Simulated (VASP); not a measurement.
# TaN (P-6m2) in VASP: further runs

TaN is run at these levels: LDA; tasks: single point.

Program: VASP 6.6.1. These are calculated values, not measurements. Logs are shortened: lines on timing, memory, paths and dates and some standing lists are left out, and cuts for length are marked.

## 1. The cell of the first run

Symmetry: P-6m2, No. 187, hexagonal system. Conventional cell: a = 2.902 Å, b = 2.902 Å, c = 2.847 Å, α = 90.00°, β = 90.00°, γ = 120.00°. Within 3.0 Å of Ta (site symmetry -6m2) lie 6 N at 2.20 Å and 8 Ta at 2.85 to 2.90 Å. Within 3.0 Å of N (site symmetry -6m2) lie 6 Ta at 2.20 Å and 8 N at 2.85 to 2.90 Å.

## 2. Single point, LDA

Input file INCAR:

```
ALGO = Normal
EDIFF = 1E-6
ENCUT = 700
GGA = CA
GGA_COMPAT = F
ISIF = 2
ISMEAR = -1
LASPH = T
LCHARG = F
LREAL = F
LWAVE = F
NBANDS = 16
NELM = 120
PREC = Accurate
SIGMA = 0.15
```

Input file KPOINTS:

```
k-points
0
Gamma
  18 18 14
```

Input file POSCAR:

```
TaN
1.0
    2.9015302526      0.0000000000      0.0000000000
   -1.4507651263      2.5127989086      0.0000000000
    0.0000000000      0.0000000000      2.8465844771
Ta N
1 1
Direct
    0.3333333333      0.6666666667      0.5000000000
    0.0000000000      0.0000000000      0.0000000000
```

Potentials or basis: VASP PAW LDA potentials, release 64 (Ta_sv_GW, N).

Launch:

```bash
> cat potpaw_LDA.64/Ta_sv_GW/POTCAR potpaw_LDA.64/N/POTCAR > POTCAR
> mpirun -np 1 vasp_std > vasp.out
```

OUTCAR:

```text
EDIFF = 1E-6
   ENCUT = 700
   GGA = CA
   ISIF = 2
   ISMEAR = -1
   LASPH = T
   LREAL = F
   NELM = 120
   PREC = Accurate

 ion  position               nearest neighbor table
   1  0.333  0.667  0.500-   2 2.20   2 2.20   2 2.20   2 2.20   2 2.20   2 2.20
   2  0.000  0.000  0.000-   1 2.20   1 2.20   1 2.20   1 2.20   1 2.20   1 2.20

  LATTYP: Found a hexagonal cell.
 ALAT       =     2.9015302526
 C/A-ratio  =     0.9810631733

  Lattice vectors:

 A1 = (   2.9015302526,   0.0000000000,   0.0000000000)
 A2 = (  -1.4507651263,   2.5127989086,   0.0000000000)
 A3 = (   0.0000000000,   0.0000000000,   2.8465844771)

Analysis of symmetry for initial positions (statically):
=====================================================================
 Subroutine PRICEL returns:
 Original cell was already a primitive cell.

 Routine SETGRP: Setting up the symmetry group for a
 hexagonal supercell.

 Subroutine GETGRP returns: Found 12 space group operations
 (whereof 12 operations were pure point group operations)
 out of a pool of 24 trial point group operations.

The static configuration has the point symmetry D_3h.

Analysis of symmetry for dynamics (positions and initial velocities):
=====================================================================
 Subroutine PRICEL returns:
 Original cell was already a primitive cell.

 Routine SETGRP: Setting up the symmetry group for a
 hexagonal supercell.

 Subroutine GETGRP returns: Found 12 space group operations
 (whereof 12 operations were pure point group operations)
 out of a pool of 24 trial point group operations.

The dynamic configuration has the point symmetry D_3h.

 Subroutine INISYM returns: Found 12 space group operations
 (whereof 12 operations are pure point group operations),
 and found     1 'primitive' translations

----------------------------------------------------------------------------------------

                                     Primitive cell

  volume of cell :      20.7543

  direct lattice vectors                    reciprocal lattice vectors
[... 80 lines left out ...]
   ICHARG =      2    charge: 1-file 2-atom 10-const
   ISPIN  =      1    spin polarized calculation?
   LNONCOLLINEAR =      F non collinear calculations
   LSORBIT =      F    spin-orbit coupling
   LASPH  =      T    aspherical Exc in radial PAW
   ENCUT  =  700.0 eV  51.45 Ry    7.17 a.u.   6.26  6.26  6.14*2*pi/ulx,y,z
   NELM   =    120;   NELMIN=  2; NELMDL= -5     # of ELM steps
   EDIFF  = 0.1E-05   stopping-criterion for ELM
   LREAL  =      F    real-space projection
   EDIFFG = 0.1E-04   stopping-criterion for IOM
   NSW    =      0    number of steps for IOM
   IBRION =     -1    ionic relax: 0-MD 1-quasi-New 2-CG
   NFREE  =      0    steps in history (QN), initial steepest desc. (CG)
   ISIF   =      2    stress and relaxation
   ISYM   =      2    0-nonsym 1-usesym 2-fastsym
   POTIM  = 0.5000    time-step for ionic-motion
   TEBEG  =    0.0;   TEEND  =   0.0 temperature during run
   PSTRESS=    0.0 pullay stress
   NELECT =      18.0000    total number of electrons
   NUPDOWN=      -1.0000    fix difference up-down
   EMIN   =  10.00;   EMAX   =-10.00  energy-range for DOS
   EFERMI =   0.00;   METHOD = LEGACY
   ISMEAR =    -1;   SIGMA  =   0.15  broadening in eV -4-tet -1-fermi 0-gaus
   EFERMI_NEDOS =   21; number of points for ismear=-14 and -15
   IALGO  =     38    algorithm
   IMIX   =      4    mixing-type and parameters
     AMIX     =   0.40;   BMIX     =  1.00
     AMIX_MAG =   1.60;   BMIX_MAG =  1.00
  volume/ion in A,a.u.               =      10.38        70.03
  Fermi-wavevector in a.u.,A,eV,Ry     =   1.561215  2.950268 33.162732  2.437392
  Thomas-Fermi vector in A             =   2.664313
   LORBIT       =      0    0 simple, 1 ext, 2 COOP (PROOUT), +10 PAW based schemes
   GGA     = CA    functional components
   LHFCALC =     F    Hartree Fock is set to
   AEXX    =    0.0000 exact exchange contribution
   IVDW    =     0    specifies the selected vdW correction
   LEPSILON=     F    determine dielectric tensor
   LRPA    =     F    only Hartree local field effects (RPA)
 non-spin polarized calculation
  energy-cutoff  :      700.00
  volume of cell :       20.75
 maximum number of plane-waves:       889
 NGX is ok and might be reduce to    28
   NGX = 13   NGY = 13   NGZ = 13

 number of electron      17.9999999 magnetization

 Free energy of the ion-electron system (eV)
  ---------------------------------------------------
  ext. energy  EPLUGINS =         0.00000000
  ---------------------------------------------------
  free energy    TOTEN  =       -27.23196093 eV

  energy without entropy =      -27.22103058  energy(sigma->0) =      -27.22649575

 E-fermi :  12.7364     XC(G=0): -14.1938

 val. band max:       12.7079034700   @ k =   0.0556   0.0000   0.4286
 cond. band min:      12.7788461596   @ k =   0.0000   0.0000   0.3571
 fundamental gap:      0.0709426896
 Fermi energy:        12.7363998290

 k-point     1 :       0.0000    0.0000    0.0000
  band No.  band energies     occupation
      1     -55.3115      2.00000
      2     -21.8236      2.00000
      3     -21.5428      2.00000
      4     -21.5428      2.00000
      5      -5.1105      2.00000
      6       7.9749      2.00000
[... 433 lines left out ...]
      3     -21.8957      2.00000
      4     -21.6540      2.00000
      5      -2.6181      2.00000
      6       4.4516      2.00000
[... 8 lines left out ...]
     15      25.2832      0.00000
     16      28.7728      0.00000

 [... further k-points ...]

------------------------ aborting loop because EDIFF is reached ----------------------------------------

  FORCE on cell =-STRESS in cart. coord.  units (eV):
  Direction    XX          YY          ZZ          XY          YZ          ZX
  --------------------------------------------------------------------------------------
  -------------------------------------------------------------------------------------
  Total        0.4073284      0.4073284      0.4237627     -0.0000000     -0.0000000      0.0000000
  in kB       31.4446175     31.4446175     32.7133036     -0.0000000     -0.0000000      0.0000000
  external PRESSURE =      31.8675129 kB  Pullay stress =       0.0000000 kB

 VOLUME and BASIS-vectors are now :
 -----------------------------------------------------------------------------
  energy-cutoff  :      700.00
  volume of cell :       20.75
      direct lattice vectors                 reciprocal lattice vectors
     2.901530253  0.000000000  0.000000000     0.344645726  0.198981303  0.000000000
    -1.450765126  2.512798909  0.000000000     0.000000000  0.397962605  0.000000000
     0.000000000  0.000000000  2.846584477     0.000000000  0.000000000  0.351298199

 POSITION                                       TOTAL-FORCE (eV/Angst)
 -----------------------------------------------------------------------------------
     -0.00000      1.67520      1.42329        -0.000000      0.000000      0.000000
      0.00000      0.00000      0.00000         0.000000     -0.000000      0.000000
 -----------------------------------------------------------------------------------
    total drift:                                0.000000     -0.000000     -0.000000

  FREE ENERGIE OF THE ION-ELECTRON SYSTEM (eV)
  ---------------------------------------------------
  free  energy   TOTEN  =       -27.2319609282 eV

  energy  without entropy=      -27.2210305787  energy(sigma->0) =      -27.22649575
```

It took 69 s on 1 thread of Intel Xeon Platinum 8559C (Emerald Rapids), shared host; peak memory 0.28 GiB.

What came out:

* Free energy: -27.2320 eV
* Pressure: 3.2 GPa
* Band gap on the k mesh: zero (bands 9 and 10 overlap by 0.37 eV)

Stress tensor (GPa, compression positive):
```
3.14 0.00 0.00
0.00 3.14 0.00
0.00 0.00 3.27
```

Caveat: the cell stands under pressure; spin-orbit coupling is left out, which moves the levels of the heavy elements.

## 3. Single point, LDA

This run uses another cell than the first one, of 9.56 Å³/atom.

Input file INCAR:

```
SYSTEM = TaN
PREC = Accurate
ENCUT = 700
EDIFF = 1E-6
ISMEAR = -1
SIGMA = 0.15
LREAL = .FALSE.
LASPH = .TRUE.
NELM = 120
ALGO = Normal
ISIF = 2
LWAVE = .FALSE.
LCHARG = .FALSE.
GGA = CA
NBANDS = 16
GGA_COMPAT = .FALSE.
```

Input file KPOINTS:

```
Automatic mesh
0
G
  18 18 14
  0 0 0
```

Input file POSCAR:

```
TaN
1.0
    2.8178033803      0.0000000000      0.0000000000
   -1.4089016902      2.4402893102      0.0000000000
    0.0000000000      0.0000000000      2.7799399001
Ta N
1 1
Direct
    0.3333333333      0.6666666667      0.5000000000
    0.0000000000      0.0000000000      0.0000000000
```

Potentials or basis: VASP PAW LDA potentials, release 64 (Ta_sv_GW, N).

Launch:

```bash
> cat potpaw_LDA.64/Ta_sv_GW/POTCAR potpaw_LDA.64/N/POTCAR > POTCAR
> mpirun -np 1 vasp_std > vasp.out
```

Wall time 59 s (1 thread of Intel Xeon Platinum 8259CL at 2.50GHz (Skylake/Cascade Lake), shared host); peak memory 0.26 GiB.

Results (log left out):

```
Free energy            : -27.0117 eV
Pressure               : 41.7 GPa
Band gap on the k mesh : zero (bands 9 and 10 overlap by 0.38 eV)
```

Stress tensor (GPa, compression positive):
```
41.67  0.00  0.00
 0.00 41.67  0.00
 0.00  0.00 41.91
```

Levels at points of the mesh, in eV from the Fermi level:
```
           k point  band 6  band 7  band 8  band 9  band 10  band 11  band 12  band 13
(0.00, 0.00, 0.00)   -5.14   -5.14   -4.89   -3.11     3.22     4.03     4.03     4.57
(0.50, 0.00, 0.00)   -8.97   -5.94   -4.09   -3.38     3.34     4.74     5.75     6.16
(0.00, 0.00, 0.50)  -10.11   -4.21   -4.21   -0.25    -0.25     2.61     3.58     3.58
(0.50, 0.00, 0.50)   -8.08   -6.65   -6.44   -0.07     5.00     6.27     7.07     8.15
```

Caveat: the cell stands under pressure; spin-orbit coupling is left out, which moves the levels of the heavy elements.

## 4. Single point, LDA

This run uses another cell than the first one, of 9.95 Å³/atom.

Input file INCAR:

```
PREC = Accurate
ENCUT = 700
EDIFF = 1E-6
ISMEAR = -1
SIGMA = 0.15
LREAL = F
LASPH = T
NELM = 120
ALGO = Normal
ISIF = 2
LWAVE = F
LCHARG = F
GGA = CA
NBANDS = 16
GGA_COMPAT = F
```

Input file KPOINTS:

```
Automatic mesh
0
Gamma
  18 18 14
```

Input file POSCAR:

```
TaN
1.0
    2.8581078159      0.0000000000      0.0000000000
   -1.4290539079      2.4751939754      0.0000000000
    0.0000000000      0.0000000000      2.8120249800
Ta N
1 1
Direct
    0.3333333333      0.6666666667      0.5000000000
    0.0000000000      0.0000000000      0.0000000000
```

Launch:

```bash
> cat potpaw_LDA.64/Ta_sv_GW/POTCAR potpaw_LDA.64/N/POTCAR > POTCAR
> mpirun -np 1 vasp_std > vasp.out
```

Wall time 95 s (1 thread of Intel Xeon Platinum 8259CL at 2.50GHz (Skylake/Cascade Lake), shared host); peak memory 0.28 GiB.

The run converged. Its results:

```
Free energy            : -27.1655 eV
Pressure               : 21.4 GPa
Band gap on the k mesh : zero (bands 9 and 10 overlap by 0.38 eV)
```

Stress tensor (GPa, compression positive):
```
21.39  0.00  0.00
 0.00 21.39  0.00
 0.00  0.00 21.57
```

Levels at points of the mesh, in eV from the Fermi level:
| k point | band 7 | band 8 | band 9 | band 10 | band 11 | band 12 |
| --- | --- | --- | --- | --- | --- | --- |
| (0.00, 0.00, 0.00) | -4.95 | -4.65 | -3.04 | 2.92 | 3.87 | 3.87 |
| (0.50, 0.00, 0.00) | -5.68 | -3.88 | -3.31 | 3.20 | 4.48 | 5.56 |
| (0.00, 0.00, 0.50) | -4.06 | -4.06 | -0.21 | -0.21 | 2.56 | 3.46 |
| (0.50, 0.00, 0.50) | -6.49 | -6.19 | -0.15 | 4.72 | 5.93 | 6.72 |

Caveat: the cell stands under pressure; spin-orbit coupling is left out, which moves the levels of the heavy elements.

## 5. Single point, LDA

This run uses another cell than the first one, of 10.03 Å³/atom.

Input file INCAR:

```
SYSTEM = TaN
  PREC = Accurate
  ENCUT = 1330
  EDIFF = 1E-6
  ISMEAR = -1
  SIGMA = 0.15
  LREAL = .FALSE.
  LASPH = .TRUE.
  NELM = 120
  ALGO = Normal
  ISIF = 2
  LWAVE = .FALSE.
  LCHARG = .FALSE.
  NBANDS = 16
  GGA_COMPAT = .FALSE.
```

Input file KPOINTS:

```
Automatic mesh
0
G
  18 18 14
  0 0 0
```

Input file POSCAR:

```
TaN
1.0
    2.8670690000      0.0000000000      0.0000000000
   -1.4335345000      2.4829545884      0.0000000000
    0.0000000000      0.0000000000      2.8191600824
Ta N
1 1
Direct
    0.3333333333      0.6666666667      0.5000000000
    0.0000000000      0.0000000000      0.0000000000
```

Potentials or basis: VASP PAW LDA potentials, release 64 (Ta_sv_GW, N_h).

Launch:

```bash
> cat potpaw_LDA.64/Ta_sv_GW/POTCAR potpaw_LDA.64/N_h/POTCAR > POTCAR
> mpirun -np 1 vasp_std > vasp.out
```

OUTCAR:

```text
SYSTEM = TaN
   PREC = Accurate
   ENCUT = 1330
   EDIFF = 1E-6
   ISMEAR = -1
   LREAL = .FALSE.
   LASPH = .TRUE.
   NELM = 120
   ISIF = 2

 ion  position               nearest neighbor table
   1  0.333  0.667  0.500-   2 2.17   2 2.17   2 2.17   2 2.17   2 2.17   2 2.17
   2  0.000  0.000  0.000-   1 2.17   1 2.17   1 2.17   1 2.17   1 2.17   1 2.17

  LATTYP: Found a hexagonal cell.
 ALAT       =     2.8670690000
 C/A-ratio  =     0.9832899321

  Lattice vectors:

 A1 = (   2.8670690000,   0.0000000000,   0.0000000000)
 A2 = (  -1.4335345000,   2.4829545884,   0.0000000000)
 A3 = (   0.0000000000,   0.0000000000,   2.8191600824)

Analysis of symmetry for initial positions (statically):
=====================================================================
 Subroutine PRICEL returns:
 Original cell was already a primitive cell.

 Routine SETGRP: Setting up the symmetry group for a
 hexagonal supercell.

 Subroutine GETGRP returns: Found 12 space group operations
 (whereof 12 operations were pure point group operations)
 out of a pool of 24 trial point group operations.

The static configuration has the point symmetry D_3h.
[... 160 lines left out ...]

 E-fermi :  13.6115     XC(G=0): -14.4074

 val. band max:       13.5633530381   @ k =   0.0556   0.0000   0.4286
 cond. band min:      13.6397500915   @ k =   0.0000   0.0000   0.3571
 fundamental gap:      0.0763970534
 Fermi energy:        13.6114561697

 k-point     1 :       0.0000    0.0000    0.0000
  band No.  band energies     occupation
      1     -54.3635      2.00000
      2     -20.8769      2.00000
      3     -20.5648      2.00000
      4     -20.5648      2.00000
      5      -4.4996      2.00000
      6       8.7019      2.00000
[... 433 lines left out ...]
      3     -20.9627      2.00000
      4     -20.6822      2.00000
      5      -1.8638      2.00000
      6       5.1330      2.00000
[... 8 lines left out ...]
     15      26.6368      0.00000
     16      30.0128      0.00000

 [... further k-points ...]

------------------------ aborting loop because EDIFF is reached ----------------------------------------

  FORCE on cell =-STRESS in cart. coord.  units (eV):
  Direction    XX          YY          ZZ          XY          YZ          ZX
  --------------------------------------------------------------------------------------
  -------------------------------------------------------------------------------------
  Total        2.1882719      2.1882719      2.2121527      0.0000000     -0.0000000      0.0000000
  in kB      174.6969018    174.6969018    176.6033825      0.0000000     -0.0000000      0.0000000
  external PRESSURE =     175.3323954 kB  Pullay stress =       0.0000000 kB

 VOLUME and BASIS-vectors are now :
 -----------------------------------------------------------------------------
  energy-cutoff  :     1330.00
  volume of cell :       20.07
      direct lattice vectors                 reciprocal lattice vectors
     2.867069000  0.000000000  0.000000000     0.348788257  0.201372994  0.000000000
    -1.433534500  2.482954588  0.000000000     0.000000000  0.402745988  0.000000000
     0.000000000  0.000000000  2.819160082     0.000000000  0.000000000  0.354715579

 POSITION                                       TOTAL-FORCE (eV/Angst)
 -----------------------------------------------------------------------------------
     -0.00000      1.65530      1.40958        -0.000000      0.000000      0.000000
      0.00000      0.00000      0.00000         0.000000     -0.000000      0.000000
 -----------------------------------------------------------------------------------
    total drift:                                0.000000     -0.000000     -0.000000

  FREE ENERGIE OF THE ION-ELECTRON SYSTEM (eV)
  ---------------------------------------------------
  free  energy   TOTEN  =       -27.1862342885 eV

  energy  without entropy=      -27.1751776372  energy(sigma->0) =      -27.18070596
```

stdout:

```text
POSCAR found type information on POSCAR TaN
 POSCAR found :  2 types and       2 ions
 scaLAPACK will be used
 LDA part: xc-table for (Slater(with rela. corr.)+CA(PZ))
 , standard interpolation
 POSCAR, INCAR and KPOINTS ok, starting setup
 FFT: planning ... GRIDC
 FFT: planning ... GRID_SOFT
 FFT: planning ... GRID
 WAVECAR not read
 entering main loop
```

Run time: 2.3 min. Hardware: 1 thread of Intel Xeon 6975P-C (Granite Rapids), shared host; peak memory 0.53 GiB.

What came out:

```
Free energy            : -27.1862 eV
Pressure               : 17.5 GPa
Band gap on the k mesh : zero (bands 9 and 10 overlap by 0.38 eV)
```

Caveat: the cell stands under pressure; spin-orbit coupling is left out, which moves the levels of the heavy elements.

## 6. Summary

```tsv
potentials or basis	cell	cutoff (eV)	gap on the mesh (eV)	pressure (GPa)
VASP PAW LDA potentials, release 64 (Ta_sv_GW, N)	a = 2.902, b = 2.902, c = 2.847 Å, angles 90.0, 90.0, 120.0°, 2 atoms	700	none	3.2
VASP PAW LDA potentials, release 64 (Ta_sv_GW, N)	a = 2.818, b = 2.818, c = 2.780 Å, angles 90.0, 90.0, 120.0°, 2 atoms	700	none	41.7
VASP PAW LDA potentials, release 64 (Ta_sv_GW, N)	a = 2.858, b = 2.858, c = 2.812 Å, angles 90.0, 90.0, 120.0°, 2 atoms	700	none	21.4
VASP PAW LDA potentials, release 64 (Ta_sv_GW, N_h)	a = 2.867, b = 2.867, c = 2.819 Å, angles 90.0, 90.0, 120.0°, 2 atoms	1330	none	17.5
```

Alike in all rows: task single point; level LDA; no spin polarisation; k mesh 18 × 18 × 14; smearing fermi-dirac 0.15 eV.

Caveats: the cell stands under pressure; spin-orbit coupling is left out, which moves the levels of the heavy elements.

Absolute energies hang on the potentials; compare differences alone.

The gap in the log of VASP goes by the Fermi energy; the results here count the filled bands.